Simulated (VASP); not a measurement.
A run of VASP 6.6.1 is set up as follows.

The input INCAR:

```
SYSTEM = Cr
  ALGO = Normal
  EDIFF = 1E-7
  ENCUT = 520
  GGA = RP
  ISIF = 2
  ISMEAR = -1
  LASPH = .TRUE.
  LCHARG = .FALSE.
  LREAL = .FALSE.
  LWAVE = .FALSE.
  NBANDS = 25
  NELM = 80
  PREC = Accurate
  SIGMA = 0.1
```

KPOINTS

```
k-points
0
G
  11 11 18
  0 0 0
```

File POSCAR:

```
Cr
1.0
    4.2620874708      0.0000000000      0.0000000000
   -2.1310437354      3.6910760229      0.0000000000
    0.0000000000      0.0000000000      2.3093744464
Cr
3
Direct
    1.0000000000      0.0000000000      0.0000000000
    0.3333333333      0.6666666667      0.5000000000
    0.6666666667      0.3333333333      0.5000000000
```

Potentials or basis: VASP PAW PBE potentials, release 64 (Cr_pv).

Launch:

```sh
$ cat potpaw_PBE.64/Cr_pv/POTCAR > POTCAR
$ mpirun -np 1 vasp_std > vasp.out
```

Problem. Estimate the band gap on the k mesh.

Solution. Zero (band 18 reaches 10.73 eV, above the bottom of band 19 at 10.07 eV).

Problem. Predict the pressure.

Solution. -0.2 GPa.

Stress tensor (GPa, compression positive):
```
-0.31  0.00  0.00
 0.00 -0.31  0.00
 0.00  0.00 -0.05
```

Caveat: the PAW data sets were made with another functional, which shifts forces and pressure a little; the run has no spin polarisation, though such a crystal can be magnetic. Spin polarisation is off, so any magnetic state and its effect on volume and gap are missing.
